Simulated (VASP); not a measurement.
Ga4O:

```
Ga O
1.0
     4.84239    0.00000    0.00000
    -2.42119    4.19363    0.00000
     0.00000    0.00000    4.68442
Ga O
4 1
Direct
  0.19622 0.80378 0.50000
  0.19622 0.39244 0.50000
  0.60756 0.80378 0.50000
  0.66667 0.33333 0.50000
  0.33333 0.66667 0.00000
```

The cell was built from a structure type or drawn by symmetry, and may not be a known phase.

| Property | Result |
| --- | --- |
| Program | VASP 6.6.1 |
| Task | relaxation of cell and atoms |
| Functional | PBE |
| Potentials or basis | VASP PAW PBE potentials, release 64 (Ga_d, O) |
| Cutoff | 600 eV |
| k mesh | 6 × 6 × 4 |
| Occupations | gaussian, width 0.1 eV |
| Spin | no spin polarisation |

At the start: pressure 30.0 GPa; volume 19.03 Å³/atom.

Task: Where does the relaxation end?

Result: Over 20 steps the energy falls by 1605.2 meV/atom and the volume is 17.20 Å³/atom (-9.6 %); space group P-6m2 (No. 187, to 0.1 Å) before and after.

Step by step:
| step | energy change (eV) | largest force (eV/Å) | pressure (GPa) | volume (Å³) |
| --- | --- | --- | --- | --- |
| 1 | 0.0000 | 12.9115 | 30.03 | 95.13 |
| 2 | -2.1432 | 4.6443 | -2.64 | 147.80 |
| 3 | -3.2782 | 3.8131 | -3.41 | 139.08 |
| 4 | -3.9897 | 3.3185 | -3.65 | 132.77 |
| 5 | -5.3333 | 1.6233 | -1.10 | 113.49 |
| 6 | -5.3433 | 1.2434 | -0.33 | 111.27 |
| 7 | -5.3448 | 1.4215 | -0.72 | 112.26 |
| 8 | -6.2049 | 0.6907 | -3.12 | 111.83 |
| 9 | -6.9677 | 0.0963 | -3.98 | 109.81 |
| 10 | -7.5428 | 1.5392 | 1.69 | 100.17 |
| 11 | -7.5252 | 0.7078 | -2.07 | 104.89 |
| 12 | -7.5808 | 0.9784 | -1.15 | 103.45 |
| 13 | -7.8011 | 0.5486 | -1.53 | 100.16 |
| 14 | -7.8659 | 0.2924 | -1.72 | 97.45 |
| 15 | -7.9533 | 0.3805 | -0.38 | 92.08 |
| 16 | -7.9852 | 0.4596 | 1.51 | 85.62 |
| 17 | -7.9873 | 0.4604 | 0.85 | 87.12 |
| 18 | -8.0151 | 0.1613 | -0.06 | 85.55 |
| 19 | -8.0184 | 0.0025 | 0.09 | 85.91 |
| 20 | -8.0261 | 0.0380 | -0.20 | 86.01 |

Final structure:
```
Ga O
1.0
     5.97196    0.00000    0.00000
    -2.98598    5.17187    0.00000
     0.00000    0.00000    2.78468
Ga O
4 1
Direct
  0.16155 0.83845 0.50000
  0.16155 0.32311 0.50000
  0.67689 0.83845 0.50000
  0.66667 0.33333 0.50000
  0.33333 0.66667 0.00000
```

Caveat: a cell axis changed by over 15 % at a fixed basis, so the end point is rough.
